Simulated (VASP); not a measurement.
# HfN (P6_3/mmc) in VASP: notebook

Runs on HfN. Level: r2SCAN. Tasks: single point.

Program: VASP 6.6.1. These are calculated values, not measurements. Logs are shortened: lines on timing, memory, paths and dates and some standing lists are left out, and cuts for length are marked.

## Step 1: The cell of the first run

Symmetry: P6_3/mmc, No. 194, hexagonal system. Conventional cell: a = 3.134 Å, b = 3.134 Å, c = 5.417 Å, α = 90.00°, β = 90.00°, γ = 120.00°. Within 3.0 Å of Hf (site symmetry -6m2) lie 6 N at 2.26 Å. N (site symmetry -3m) has 6 Hf at 2.26 Å and 2 N at 2.71 Å within 3.0 Å.

## Step 2: Single point, r2SCAN

Contents of POSCAR:

```
HfN
1.0
    3.1339080000      0.0000000000      0.0000000000
   -1.5669540000      2.7140439411      0.0000000000
    0.0000000000      0.0000000000      5.4167680000
Hf N
2 2
Direct
    0.6666666667      0.3333333333      0.7500000000
    0.3333333333      0.6666666667      0.2500000000
    0.0000000000      0.0000000000      0.0000000000
    0.0000000000      0.0000000000      0.5000000000
```

Contents of INCAR.step1:

```
SYSTEM = HfN
PREC     = Accurate       ! precision mode
ENCUT    = 520            ! plane-wave cutoff, eV
ISMEAR   = 1              ! smearing method
SIGMA    = 0.25           ! smearing width, eV
LREAL    = .FALSE.        ! projectors in reciprocal space
LASPH    = .TRUE.         ! aspherical terms in the spheres
NELM     = 100            ! most SCF steps
NBANDS   = 23             ! bands
GGA      = PE             ! functional
ALGO     = Normal         ! electronic algorithm
EDIFF    = 1E-4           ! SCF threshold, eV
LWAVE    = .TRUE.         ! write WAVECAR
LCHARG   = .FALSE.        ! write CHGCAR
```

Contents of INCAR.step2:

```
SYSTEM = HfN
PREC     = Accurate       ! precision mode
ENCUT    = 520            ! plane-wave cutoff, eV
EDIFF    = 1E-6           ! SCF threshold, eV
ISMEAR   = 1              ! smearing method
SIGMA    = 0.25           ! smearing width, eV
LREAL    = .FALSE.        ! projectors in reciprocal space
LASPH    = .TRUE.         ! aspherical terms in the spheres
NELM     = 100            ! most SCF steps
ALGO     = Normal         ! electronic algorithm
ISIF     = 2              ! what is computed and relaxed
LWAVE    = .FALSE.        ! write WAVECAR
LCHARG   = .FALSE.        ! write CHGCAR
METAGGA  = R2SCAN         ! meta-GGA
LMIXTAU  = .TRUE.       
NBANDS   = 23             ! bands
ISTART   = 1
```

Contents of KPOINTS:

```
regular mesh
0
G
  8 8 4
  0 0 0
```

Potentials or basis: VASP PAW PBE potentials, release 64 (Hf_pv, N).

The run is started by

```console
> cat potpaw_PBE.64/Hf_pv/POTCAR potpaw_PBE.64/N/POTCAR > POTCAR
> cp INCAR.step1 INCAR
> mpirun -np 1 vasp_std > vasp.out
> cp INCAR.step2 INCAR
> mpirun -np 1 vasp_std > vasp.out
```

OUTCAR:

```text
SYSTEM = HfN
   PREC = Accurate
   ENCUT = 520
   EDIFF = 1E-6
   ISMEAR = 1
   LREAL = .FALSE.
   LASPH = .TRUE.
   NELM = 100
   ISIF = 2
   METAGGA = R2SCAN
   ISTART = 1

 ion  position               nearest neighbor table
   1  0.667  0.333  0.750-   3 2.26   4 2.26   3 2.26   4 2.26   3 2.26   4 2.26   2 3.26   2 3.26
                             2 3.26   2 3.26   2 3.26   2 3.26
   2  0.333  0.667  0.250-   3 2.26   4 2.26   3 2.26   4 2.26   3 2.26   4 2.26   1 3.26   1 3.26
                             1 3.26   1 3.26   1 3.26   1 3.26
   3  0.000  0.000  0.000-   1 2.26   2 2.26   2 2.26   1 2.26   1 2.26   2 2.26
   4  0.000  0.000  0.500-   1 2.26   2 2.26   2 2.26   1 2.26   1 2.26   2 2.26

  LATTYP: Found a hexagonal cell.
 ALAT       =     3.1339080000
 C/A-ratio  =     1.7284387417

  Lattice vectors:

 A1 = (   3.1339080000,   0.0000000000,   0.0000000000)
 A2 = (  -1.5669540000,   2.7140439411,   0.0000000000)
 A3 = (   0.0000000000,   0.0000000000,   5.4167680000)

Analysis of symmetry for initial positions (statically):
=====================================================================
 Subroutine PRICEL returns:
 Original cell was already a primitive cell.

 Routine SETGRP: Setting up the symmetry group for a
 hexagonal supercell.

 Subroutine GETGRP returns: Found 24 space group operations
 (whereof 12 operations were pure point group operations)
 out of a pool of 24 trial point group operations.

The static configuration has the point symmetry D_3d.
 The point group associated with its full space group is D_6h.

Analysis of symmetry for dynamics (positions and initial velocities):
=====================================================================
 Subroutine PRICEL returns:
 Original cell was already a primitive cell.

 Routine SETGRP: Setting up the symmetry group for a
 hexagonal supercell.

 Subroutine GETGRP returns: Found 24 space group operations
 (whereof 12 operations were pure point group operations)
 out of a pool of 24 trial point group operations.

The dynamic configuration has the point symmetry D_3d.
 The point group associated with its full space group is D_6h.

 Subroutine INISYM returns: Found 24 space group operations
 (whereof 12 operations are pure point group operations),
 and found     1 'primitive' translations

----------------------------------------------------------------------------------------

                                     Primitive cell

  volume of cell :      46.0727

  direct lattice vectors                    reciprocal lattice vectors
     3.133908000  0.000000000  0.000000000     0.319090414  0.184226936  0.000000000
    -1.566954000  2.714043941  0.000000000     0.000000000  0.368453872  0.000000000
     0.000000000  0.000000000  5.416768000     0.000000000  0.000000000  0.184611931

  length of vectors
     3.133908000  3.133908000  5.416768000     0.368453872  0.368453872  0.184611931

  position of ions in fractional coordinates (direct lattice)
     0.666666667  0.333333333  0.750000000
     0.333333333  0.666666667  0.250000000
     0.000000000  0.000000000  0.000000000
     0.000000000  0.000000000  0.500000000

  ion indices of the primitive-cell ions
   primitive index   ion index
                 1           1
                 2           2
                 3           3
                 4           4

----------------------------------------------------------------------------------------

 KPOINTS: regular mesh

Automatic generation of k-mesh.
 Grid dimensions read from file:
 generate k-points for:    8    8    4

 Generating k-lattice:

  Cartesian coordinates                     Fractional coordinates (reciprocal lattice)
     0.039886302  0.023028367  0.000000000     0.125000000  0.000000000  0.000000000
     0.000000000  0.046056734  0.000000000     0.000000000  0.125000000  0.000000000
     0.000000000  0.000000000  0.046152983     0.000000000  0.000000000  0.250000000

  Length of vectors
     0.046056734  0.046056734  0.046152983

  Shift w.r.t. Gamma in fractional coordinates (k-lattice)
     0.000000000  0.000000000  0.000000000

 Subroutine IBZKPT returns following result:
 ===========================================

 Found     30 irreducible k-points:

 Following reciprocal coordinates:
            Coordinates               Weight
  0.000000  0.000000  0.000000      1.000000
  0.125000  0.000000  0.000000      6.000000
  0.250000  0.000000  0.000000      6.000000
  0.375000 -0.000000  0.000000      6.000000
  0.500000  0.000000  0.000000      3.000000
  0.125000  0.125000  0.000000      6.000000
[... 16 lines left out ...]
  0.250000  0.000000  0.500000      6.000000
  0.375000 -0.000000  0.500000      6.000000
 [... further k-points ...]
   k-points           NKPTS =     30   k-points in BZ     NKDIM =     30   number of bands    NBANDS=     23
   number of dos      NEDOS =    301   number of ions     NIONS =      4
   total plane-waves  NPLWV =  23040
   dimension x,y,z NGX =    24 NGY =   24 NGZ =   40
   dimension x,y,z NGXF=    48 NGYF=   48 NGZF=   80
   ions per type =               2   2
   NGX,Y,Z   is equivalent  to a cutoff of  12.73, 12.73, 12.28 a.u.
   NGXF,Y,Z  is equivalent  to a cutoff of  25.46, 25.46, 24.55 a.u.
 SYSTEM =  HfN
   PREC   = accura    normal or accurate (medium, high low for compatibility)
   ISTART =      1    job   : 0-new  1-cont  2-samecut
   ICHARG =      0    charge: 1-file 2-atom 10-const
   ISPIN  =      1    spin polarized calculation?
   LNONCOLLINEAR =      F non collinear calculations
   LSORBIT =      F    spin-orbit coupling
   LASPH  =      T    aspherical Exc in radial PAW
   ENCUT  =  520.0 eV  38.22 Ry    6.18 a.u.   5.83  5.83 10.07*2*pi/ulx,y,z
   NELM   =    100;   NELMIN=  2; NELMDL=  0     # of ELM steps
   EDIFF  = 0.1E-05   stopping-criterion for ELM
   LREAL  =      F    real-space projection
[... 7 lines left out ...]
   TEBEG  =    0.0;   TEEND  =   0.0 temperature during run
   PSTRESS=    0.0 pullay stress
   NELECT =      30.0000    total number of electrons
   NUPDOWN=      -1.0000    fix difference up-down
   EMIN   =  10.00;   EMAX   =-10.00  energy-range for DOS
   EFERMI =   0.00;   METHOD = LEGACY
   ISMEAR =     1;   SIGMA  =   0.25  broadening in eV -4-tet -1-fermi 0-gaus
   EFERMI_NEDOS =   21; number of points for ismear=-14 and -15
   IALGO  =     38    algorithm
   IMIX   =      4    mixing-type and parameters
     AMIX     =   0.40;   BMIX     =  1.00
     AMIX_MAG =   1.60;   BMIX_MAG =  1.00
  volume/ion in A,a.u.               =      11.52        77.73
  Fermi-wavevector in a.u.,A,eV,Ry     =   1.418951  2.681429 27.394277  2.013423
  Thomas-Fermi vector in A             =   2.540023
   LORBIT       =      0    0 simple, 1 ext, 2 COOP (PROOUT), +10 PAW based schemes
   METAGGA = R2SCAN    functional components
   LHFCALC =     F    Hartree Fock is set to
   AEXX    =    0.0000 exact exchange contribution
   IVDW    =     0    specifies the selected vdW correction
   LEPSILON=     F    determine dielectric tensor
   LRPA    =     F    only Hartree local field effects (RPA)
 non-spin polarized calculation
 Methfessel and Paxton  Order N= 1 SIGMA  =   0.25
  energy-cutoff  :      520.00
  volume of cell :       46.07
 maximum number of plane-waves:      1275
 NGX is ok and might be reduce to    24
   NGX = 11   NGY = 11   NGZ = 21

 number of electron      30.0000001 magnetization

 Free energy of the ion-electron system (eV)
  ---------------------------------------------------
  ext. energy  EPLUGINS =         0.00000000
  ---------------------------------------------------
  free energy    TOTEN  =      -116.37983844 eV

  energy without entropy =     -116.37247700  energy(sigma->0) =     -116.37738463

 E-fermi :   7.7940     XC(G=0): -13.6108

 val. band max:        7.7667402730   @ k =   0.2500   0.0000   0.5000
 cond. band min:       7.7979640915   @ k =   0.2500   0.2500   0.5000
 fundamental gap:      0.0312238185
 Fermi energy:         7.7939523415

 k-point     1 :       0.0000    0.0000    0.0000
  band No.  band energies     occupation
      1     -25.0517      2.00000
      2     -24.1867      2.00000
      3     -24.0733      2.00000
      4     -24.0733      2.00000
      5     -24.0169      2.00000
      6     -24.0169      2.00000
[... 15 lines left out ...]
     22      13.8717      0.00000
     23      13.8717      0.00000

 k-point     2 :       0.1250    0.0000    0.0000
  band No.  band energies     occupation
      1     -24.9949      2.00000
      2     -24.2076      2.00000
      3     -24.1911      2.00000
      4     -24.1408      2.00000
      5     -24.1139      2.00000
      6     -24.0293      2.00000
[... 15 lines left out ...]
     22      13.3247      0.00000
     23      13.8095      0.00000

 k-point     3 :       0.2500    0.0000    0.0000
  band No.  band energies     occupation
      1     -24.8457      2.00000
      2     -24.5354      2.00000
      3     -24.4103      2.00000
      4     -24.2123      2.00000
      5     -24.1995      2.00000
      6     -24.0703      2.00000
[... 15 lines left out ...]
     22      13.3943      0.00000
     23      13.6173      0.00000

 k-point     4 :       0.3750   -0.0000    0.0000
  band No.  band energies     occupation
      1     -24.8482      2.00000
      2     -24.6632      2.00000
      3     -24.6625      2.00000
      4     -24.2781      2.00000
      5     -24.2640      2.00000
      6     -24.1166      2.00000
[... 15 lines left out ...]
     22      13.9352      0.00000
     23      15.0194      0.00000

 k-point     5 :       0.5000    0.0000    0.0000
  band No.  band energies     occupation
      1     -24.9727      2.00000
      2     -24.7635      2.00000
      3     -24.5587      2.00000
      4     -24.3135      2.00000
      5     -24.3095      2.00000
      6     -24.1364      2.00000
[... 434 lines left out ...]
 k-point    22 :       0.1250    0.0000    0.5000
  band No.  band energies     occupation
      1     -24.6302      2.00000
      2     -24.6302      2.00000
      3     -24.1519      2.00000
      4     -24.1519      2.00000
      5     -24.0717      2.00000
      6     -24.0717      2.00000
[... 15 lines left out ...]
     22      12.5191     -0.00000
     23      13.3376      0.00000

 k-point    23 :       0.2500    0.0000    0.5000
  band No.  band energies     occupation
      1     -24.6743      2.00000
      2     -24.6743      2.00000
      3     -24.3322      2.00000
      4     -24.3322      2.00000
      5     -24.1353      2.00000
      6     -24.1353      2.00000
[... 15 lines left out ...]
     22      13.3334      0.00000
     23      14.5996      0.00000

 k-point    24 :       0.3750   -0.0000    0.5000
  band No.  band energies     occupation
      1     -24.8557      2.00000
      2     -24.8557      2.00000
      3     -24.3600      2.00000
      4     -24.3600      2.00000
      5     -24.1980      2.00000
      6     -24.1980      2.00000
[... 15 lines left out ...]
     22      13.6709      0.00000
     23      15.4450      0.00000

 [... further k-points ...]
[... 5 lines left out ...]
  --------------------------------------------------------------------------------------
  -------------------------------------------------------------------------------------
  Total        0.0456233      0.0456233     -0.1139765      0.0000000      0.0000000      0.0000000
  in kB        1.5865516      1.5865516     -3.9635338      0.0000000      0.0000000      0.0000000
  external PRESSURE =      -0.2634769 kB  Pullay stress =       0.0000000 kB

 VOLUME and BASIS-vectors are now :
 -----------------------------------------------------------------------------
  energy-cutoff  :      520.00
  volume of cell :       46.07
      direct lattice vectors                 reciprocal lattice vectors
     3.133908000  0.000000000  0.000000000     0.319090414  0.184226936  0.000000000
    -1.566954000  2.714043941  0.000000000     0.000000000  0.368453872  0.000000000
     0.000000000  0.000000000  5.416768000     0.000000000  0.000000000  0.184611931

 POSITION                                       TOTAL-FORCE (eV/Angst)
 -----------------------------------------------------------------------------------
      1.56695      0.90468      4.06258        -0.000000      0.000000      0.000000
     -0.00000      1.80936      1.35419         0.000000      0.000000      0.000000
      0.00000      0.00000      0.00000        -0.000000      0.000000      0.000000
      0.00000      0.00000      2.70838        -0.000000      0.000000      0.000000
 -----------------------------------------------------------------------------------
    total drift:                               -0.000000      0.000000     -0.000000

  FREE ENERGIE OF THE ION-ELECTRON SYSTEM (eV)
  ---------------------------------------------------
  free  energy   TOTEN  =      -116.3798384392 eV

  energy  without entropy=     -116.3724770006  energy(sigma->0) =     -116.37738463
```

Run time: 66 s. Hardware: 1 thread of Intel Xeon Platinum 8488C (Sapphire Rapids), shared host; peak memory 0.18 GiB.

Results:

```
Free energy            : -116.3798 eV
Pressure               : 0.0 GPa
Band gap on the k mesh : zero (band 15 reaches 9.94 eV, above the bottom of band 16 at 7.49 eV)
```

Caveat: the PAW data sets were made with another functional, which shifts forces and pressure a little; spin-orbit coupling is left out, which moves the levels of the heavy elements.

(Continued in part 2 of 2.)
